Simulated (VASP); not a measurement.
# FeNi3 (Pm-3m) in VASP: notebook

FeNi3 is run at these levels: PBE; tasks: single point.

Everything below comes from runs of VASP 6.6.1. Logs are shortened: lines on timing, memory, paths and dates and some standing lists are left out, and cuts for length are marked.

**1. The cell of the first run**

The structure is cubic, space group Pm-3m (No. 221). The conventional cell has a = 3.544 Å, b = 3.544 Å, c = 3.544 Å, α = 90.00°, β = 90.00°, γ = 90.00°. Within 3.3 Å of Fe (site symmetry m-3m) lie 12 Ni at 2.51 Å. Ni (site symmetry 4/mmm) has 4 Fe at 2.51 Å and 8 Ni at 2.51 Å within 3.3 Å.

**2. Single point, PBE, collinear spin, ferromagnetic start**

Contents of INCAR:

```
PREC = Accurate ; ENCUT = 520
EDIFF = 1E-6 ; ISMEAR = 0
SIGMA = 0.1 ; LREAL = F
LASPH = T ; NELM = 150
ALGO = Normal ; ISIF = 2
LWAVE = F ; LCHARG = F
ISPIN = 2 ; MAGMOM = 3.2 0.75 0.75 0.75
LORBIT = 11 ; LMAXMIX = 4
GGA = PE ; NBANDS = 31
```

Contents of KPOINTS:

```
Automatic mesh
0
Gamma
  12 12 12
```

Contents of POSCAR:

```
FeNi3
1.0
    3.5436896736      0.0000000000      0.0000000000
    0.0000000000      3.5436896736      0.0000000000
    0.0000000000      0.0000000000      3.5436896736
Fe Ni
1 3
Direct
    0.0000000000      0.0000000000      0.0000000000
    0.0000000000      0.5000000000      0.5000000000
    0.5000000000      0.0000000000      0.5000000000
    0.5000000000      0.5000000000      0.0000000000
```

Potentials or basis: VASP PAW PBE potentials, release 64 (Fe, Ni).

Started as:

```console
$ cat potpaw_PBE.64/Fe/POTCAR potpaw_PBE.64/Ni/POTCAR > POTCAR
$ mpirun -np 1 vasp_std > vasp.out
```

OUTCAR:

```text
PREC = Accurate
   ENCUT = 520
   EDIFF = 1E-6
   ISMEAR = 0
   LREAL = F
   LASPH = T
   NELM = 150
   ISIF = 2
   ISPIN = 2
   LORBIT = 11
   GGA = PE

 ion  position               nearest neighbor table
   1  0.000  0.000  0.000-   2 2.51   3 2.51   4 2.51   2 2.51   3 2.51   2 2.51   4 2.51   2 2.51
                             3 2.51   4 2.51   3 2.51   4 2.51
   2  0.000  0.500  0.500-   1 2.51   3 2.51   4 2.51   1 2.51   4 2.51   1 2.51   3 2.51   1 2.51
                             3 2.51   4 2.51   4 2.51   3 2.51
   3  0.500  0.000  0.500-   1 2.51   2 2.51   4 2.51   1 2.51   4 2.51   2 2.51   4 2.51   4 2.51
                             1 2.51   2 2.51   1 2.51   2 2.51
   4  0.500  0.500  0.000-   1 2.51   2 2.51   3 2.51   2 2.51   3 2.51   1 2.51   3 2.51   3 2.51
                             1 2.51   2 2.51   2 2.51   1 2.51

  LATTYP: Found a simple cubic cell.
 ALAT       =     3.5436896736

  Lattice vectors:

 A1 = (   3.5436896736,   0.0000000000,   0.0000000000)
 A2 = (   0.0000000000,   3.5436896736,   0.0000000000)
 A3 = (   0.0000000000,   0.0000000000,   3.5436896736)

Analysis of symmetry for initial positions (statically):
=====================================================================
 Subroutine PRICEL returns:
 Original cell was already a primitive cell.

 Routine SETGRP: Setting up the symmetry group for a
 simple cubic supercell.

 Subroutine GETGRP returns: Found 48 space group operations
 (whereof 48 operations were pure point group operations)
 out of a pool of 48 trial point group operations.

The static configuration has the point symmetry O_h .

Analysis of symmetry for dynamics (positions and initial velocities):
=====================================================================
 Subroutine PRICEL returns:
 Original cell was already a primitive cell.

 Routine SETGRP: Setting up the symmetry group for a
 simple cubic supercell.

 Subroutine GETGRP returns: Found 48 space group operations
 (whereof 48 operations were pure point group operations)
 out of a pool of 48 trial point group operations.

The dynamic configuration has the point symmetry O_h .

Analysis of structural, dynamic, and magnetic symmetry:
=====================================================================
 Subroutine PRICEL returns:
 Original cell was already a primitive cell.

 Routine SETGRP: Setting up the symmetry group for a
 simple cubic supercell.

 Subroutine GETGRP returns: Found 48 space group operations
 (whereof 48 operations were pure point group operations)
 out of a pool of 48 trial point group operations.

The overall configuration has the point symmetry O_h .

 Subroutine INISYM returns: Found 48 space group operations
 (whereof 48 operations are pure point group operations),
 and found     1 'primitive' translations

----------------------------------------------------------------------------------------

                                     Primitive cell

  volume of cell :      44.5007

  direct lattice vectors                    reciprocal lattice vectors
     3.543689674  0.000000000  0.000000000     0.282191753  0.000000000  0.000000000
     0.000000000  3.543689674  0.000000000     0.000000000  0.282191753  0.000000000
     0.000000000  0.000000000  3.543689674     0.000000000  0.000000000  0.282191753

  length of vectors
     3.543689674  3.543689674  3.543689674     0.282191753  0.282191753  0.282191753

  position of ions in fractional coordinates (direct lattice)
     0.000000000  0.000000000  0.000000000
     0.000000000  0.500000000  0.500000000
     0.500000000  0.000000000  0.500000000
     0.500000000  0.500000000  0.000000000

  ion indices of the primitive-cell ions
   primitive index   ion index
                 1           1
                 2           2
                 3           3
                 4           4

----------------------------------------------------------------------------------------

 KPOINTS: Automatic mesh

Automatic generation of k-mesh.
 Grid dimensions read from file:
 generate k-points for:   12   12   12

 Generating k-lattice:

  Cartesian coordinates                     Fractional coordinates (reciprocal lattice)
     0.023515979  0.000000000  0.000000000     0.083333333  0.000000000  0.000000000
     0.000000000  0.023515979  0.000000000     0.000000000  0.083333333  0.000000000
     0.000000000  0.000000000  0.023515979     0.000000000  0.000000000  0.083333333

  Length of vectors
     0.023515979  0.023515979  0.023515979

  Shift w.r.t. Gamma in fractional coordinates (k-lattice)
     0.000000000  0.000000000  0.000000000

 Subroutine IBZKPT returns following result:
 ===========================================

 Found     84 irreducible k-points:

 Following reciprocal coordinates:
            Coordinates               Weight
  0.000000  0.000000  0.000000      1.000000
  0.083333  0.000000  0.000000      6.000000
  0.166667  0.000000  0.000000      6.000000
  0.250000  0.000000  0.000000      6.000000
  0.333333  0.000000  0.000000      6.000000
  0.416667  0.000000  0.000000      6.000000
[... 16 lines left out ...]
  0.333333  0.333333  0.000000     12.000000
  0.416667  0.333333  0.000000     24.000000
 [... further k-points ...]
   k-points           NKPTS =     84   k-points in BZ     NKDIM =     84   number of bands    NBANDS=     31
   number of dos      NEDOS =    301   number of ions     NIONS =      4
   total plane-waves  NPLWV =  21952
   dimension x,y,z NGX =    28 NGY =   28 NGZ =   28
   dimension x,y,z NGXF=    56 NGYF=   56 NGZF=   56
   ions per type =               1   3
   NGX,Y,Z   is equivalent  to a cutoff of  13.14, 13.14, 13.14 a.u.
   NGXF,Y,Z  is equivalent  to a cutoff of  26.27, 26.27, 26.27 a.u.
 SYSTEM =  unknown system
   PREC   = accura    normal or accurate (medium, high low for compatibility)
   ISTART =      0    job   : 0-new  1-cont  2-samecut
   ICHARG =      2    charge: 1-file 2-atom 10-const
   ISPIN  =      2    spin polarized calculation?
   LNONCOLLINEAR =      F non collinear calculations
   LSORBIT =      F    spin-orbit coupling
   LASPH  =      T    aspherical Exc in radial PAW
   ENCUT  =  520.0 eV  38.22 Ry    6.18 a.u.   6.59  6.59  6.59*2*pi/ulx,y,z
   NELM   =    150;   NELMIN=  2; NELMDL= -5     # of ELM steps
   EDIFF  = 0.1E-05   stopping-criterion for ELM
   LREAL  =      F    real-space projection
   EDIFFG = 0.1E-04   stopping-criterion for IOM
   NSW    =      0    number of steps for IOM
   IBRION =     -1    ionic relax: 0-MD 1-quasi-New 2-CG
   NFREE  =      0    steps in history (QN), initial steepest desc. (CG)
   ISIF   =      2    stress and relaxation
   ISYM   =      2    0-nonsym 1-usesym 2-fastsym
   POTIM  = 0.5000    time-step for ionic-motion
   TEBEG  =    0.0;   TEEND  =   0.0 temperature during run
   PSTRESS=    0.0 pullay stress
   NELECT =      38.0000    total number of electrons
   NUPDOWN=      -1.0000    fix difference up-down
   EMIN   =  10.00;   EMAX   =-10.00  energy-range for DOS
   EFERMI =   0.00;   METHOD = LEGACY
   ISMEAR =     0;   SIGMA  =   0.10  broadening in eV -4-tet -1-fermi 0-gaus
   EFERMI_NEDOS =   21; number of points for ismear=-14 and -15
   IALGO  =     38    algorithm
   IMIX   =      4    mixing-type and parameters
     AMIX     =   0.40;   BMIX     =  1.00
     AMIX_MAG =   1.60;   BMIX_MAG =  1.00
  volume/ion in A,a.u.               =      11.13        75.08
  Fermi-wavevector in a.u.,A,eV,Ry     =   1.553151  2.935030 32.821035  2.412278
  Thomas-Fermi vector in A             =   2.657423
   LORBIT       =     11    0 simple, 1 ext, 2 COOP (PROOUT), +10 PAW based schemes
   GGA     = PE    functional components
   LHFCALC =     F    Hartree Fock is set to
   AEXX    =    0.0000 exact exchange contribution
   IVDW    =     0    specifies the selected vdW correction
   LEPSILON=     F    determine dielectric tensor
   LRPA    =     F    only Hartree local field effects (RPA)
 spin polarized calculation
 Gauss-broadening in eV      SIGMA  =   0.10
  energy-cutoff  :      520.00
  volume of cell :       44.50
 maximum number of plane-waves:      1222
 NGX is ok and might be reduce to    28
   NGX = 13   NGY = 13   NGZ = 13

 number of electron      37.9999984 magnetization       4.7850596

 Free energy of the ion-electron system (eV)
  ---------------------------------------------------
  ext. energy  EPLUGINS =         0.00000000
  ---------------------------------------------------
  free energy    TOTEN  =       -25.00909300 eV

  energy without entropy =      -24.99421680  energy(sigma->0) =      -25.00165490

 E-fermi :   8.5838     XC(G=0): -13.1498

 val. band max:        8.5795405167   @ k =   0.4167   0.2500   0.2500
 cond. band min:       8.5948484161   @ k =   0.5000   0.3333   0.3333
 fundamental gap:      0.0153078994
 Fermi energy:         8.5837838675

 spin component 1

 k-point     1 :       0.0000    0.0000    0.0000
  band No.  band energies     occupation
      1      -0.4898      1.00000
      2       3.2882      1.00000
      3       3.2882      1.00000
      4       3.9601      1.00000
      5       4.0258      1.00000
      6       4.0258      1.00000
[... 805 lines left out ...]
     30      22.2208      0.00000
     31      23.2741      0.00000

 [... further k-points ...]

 spin component 2

 k-point     1 :       0.0000    0.0000    0.0000
  band No.  band energies     occupation
      1      -0.4461      1.00000
      2       4.3327      1.00000
      3       4.3327      1.00000
      4       4.3384      1.00000
      5       5.0303      1.00000
      6       5.0303      1.00000
[... 805 lines left out ...]
     30      22.5533      0.00000
     31      23.6624      0.00000

 [... further k-points ...]

------------------------ aborting loop because EDIFF is reached ----------------------------------------

  FORCE on cell =-STRESS in cart. coord.  units (eV):
  Direction    XX          YY          ZZ          XY          YZ          ZX
  --------------------------------------------------------------------------------------
  -------------------------------------------------------------------------------------
  Total       -0.0290401     -0.0290401     -0.0290401      0.0000000      0.0000000      0.0000000
  in kB       -1.0455436     -1.0455436     -1.0455436      0.0000000      0.0000000      0.0000000
  external PRESSURE =      -1.0455436 kB  Pullay stress =       0.0000000 kB

 VOLUME and BASIS-vectors are now :
 -----------------------------------------------------------------------------
  energy-cutoff  :      520.00
  volume of cell :       44.50
      direct lattice vectors                 reciprocal lattice vectors
     3.543689674  0.000000000  0.000000000     0.282191753  0.000000000  0.000000000
     0.000000000  3.543689674  0.000000000     0.000000000  0.282191753  0.000000000
     0.000000000  0.000000000  3.543689674     0.000000000  0.000000000  0.282191753

 POSITION                                       TOTAL-FORCE (eV/Angst)
 -----------------------------------------------------------------------------------
      0.00000      0.00000      0.00000         0.000000      0.000000      0.000000
      0.00000      1.77184      1.77184         0.000000      0.000000      0.000000
      1.77184      0.00000      1.77184         0.000000      0.000000      0.000000
      1.77184      1.77184      0.00000         0.000000      0.000000      0.000000
 -----------------------------------------------------------------------------------
    total drift:                                0.000000      0.000000      0.000000

  FREE ENERGIE OF THE ION-ELECTRON SYSTEM (eV)
  ---------------------------------------------------
  free  energy   TOTEN  =       -25.0090929998 eV

  energy  without entropy=      -24.9942167969  energy(sigma->0) =      -25.00165490

 total charge

# of ion       s       p       d       tot
------------------------------------------
    1        0.474   0.503   6.112   7.089
    2        0.504   0.511   8.323   9.337
    3        0.504   0.511   8.323   9.337
    4        0.504   0.511   8.323   9.337
--------------------------------------------------
tot          1.985   2.035  31.081  35.101

 magnetization (x)

# of ion       s       p       d       tot
------------------------------------------
    1        0.012   0.002   2.892   2.906
    2       -0.015  -0.042   0.693   0.635
    3       -0.015  -0.042   0.693   0.635
    4       -0.015  -0.042   0.693   0.635
--------------------------------------------------
tot         -0.034  -0.125   4.971   4.811
```

Wall time 4.7 min (1 thread of Intel Xeon Platinum 8259CL at 2.50GHz (Skylake/Cascade Lake), shared host); peak memory 0.29 GiB.

Results:

```
Free energy                                           : -25.0091 eV
Pressure                                              : -0.1 GPa
Net moment                                            : 4.79 μB per cell
Site moments                                          : Fe +2.91; Ni +0.64 μB
Valence electrons inside the program's atomic spheres : Fe 7.09; Ni 9.34
```

**3. Single point, PBE, collinear spin, ferromagnetic start (volume scaled by 0.94)**

Contents of INCAR:

```
SYSTEM = FeNi3
ALGO = Normal
EDIFF = 1E-7
ENCUT = 520
GGA = PE
ISIF = 2
ISMEAR = 0
ISPIN = 2
LASPH = .TRUE.
LCHARG = .FALSE.
LMAXMIX = 4
LORBIT = 11
LREAL = .FALSE.
LWAVE = .FALSE.
MAGMOM = 3.2 0.75 0.75 0.75
NBANDS = 31
NELM = 150
PREC = Accurate
SIGMA = 0.1
```

Contents of KPOINTS:

```
k-points
0
G
  12 12 12
  0 0 0
```

Contents of POSCAR:

```
FeNi3
1.0
    3.4713491778      0.0000000000      0.0000000000
    0.0000000000      3.4713491778      0.0000000000
    0.0000000000      0.0000000000      3.4713491778
Fe Ni
1 3
Direct
    0.0000000000      0.0000000000      0.0000000000
    0.0000000000      0.5000000000      0.5000000000
    0.5000000000      0.0000000000      0.5000000000
    0.5000000000      0.5000000000      0.0000000000
```

Potentials or basis: VASP PAW PBE potentials, release 64 (Fe, Ni).

Started as:

```console
$ cat potpaw_PBE.64/Fe/POTCAR potpaw_PBE.64/Ni/POTCAR > POTCAR
$ mpirun -np 1 vasp_std > vasp.out
```

It took 4.3 min on 1 thread of Intel Xeon Platinum 8259CL at 2.50GHz (Skylake/Cascade Lake), shared host; peak memory 0.29 GiB.

The run converged. Its results:

```
Free energy                                           : -24.9015 eV
Pressure                                              : 13.8 GPa
Net moment                                            : 4.73 μB per cell
Site moments                                          : Fe +2.84; Ni +0.63 μB
Valence electrons inside the program's atomic spheres : Fe 7.22; Ni 9.45
```

Levels at points of the mesh, in eV from the Fermi level:
Spin up:
| k point | band 18 | band 19 | band 20 | band 21 | band 22 | band 23 | band 24 | band 25 |
| --- | --- | --- | --- | --- | --- | --- | --- | --- |
| (0.00, 0.00, 0.00) | -0.63 | -0.61 | -0.61 | -0.61 | 2.31 | 2.31 | 2.31 | 9.43 |
| (0.50, 0.00, 0.00) | -1.62 | -1.40 | -1.09 | -0.63 | -0.61 | 7.88 | 7.88 | 7.90 |
| (0.50, 0.50, 0.00) | -1.74 | -1.59 | -1.56 | 0.86 | 0.86 | 0.95 | 0.98 | 11.66 |
| (0.50, 0.50, 0.50) | -0.79 | -0.79 | -0.79 | -0.59 | -0.59 | -0.59 | -0.50 | 5.90 |
Spin down:
```
           k point  band 13  band 14  band 15  band 16  band 17  band 18  band 19  band 20  band 21  band 22
(0.00, 0.00, 0.00)    -0.01     0.30     0.30     0.30     1.04     1.04     1.33     1.33     1.33     2.36
(0.50, 0.00, 0.00)    -1.05    -1.05    -0.94    -0.44    -0.18    -0.18     0.30     0.50     0.63     1.31
(0.50, 0.50, 0.00)    -1.33    -1.33    -1.32    -0.88    -0.74     0.14     0.14     0.36     1.53     1.53
(0.50, 0.50, 0.50)    -0.61    -0.52    -0.52    -0.52     0.06     0.06     0.06     0.84     0.84     0.84
```
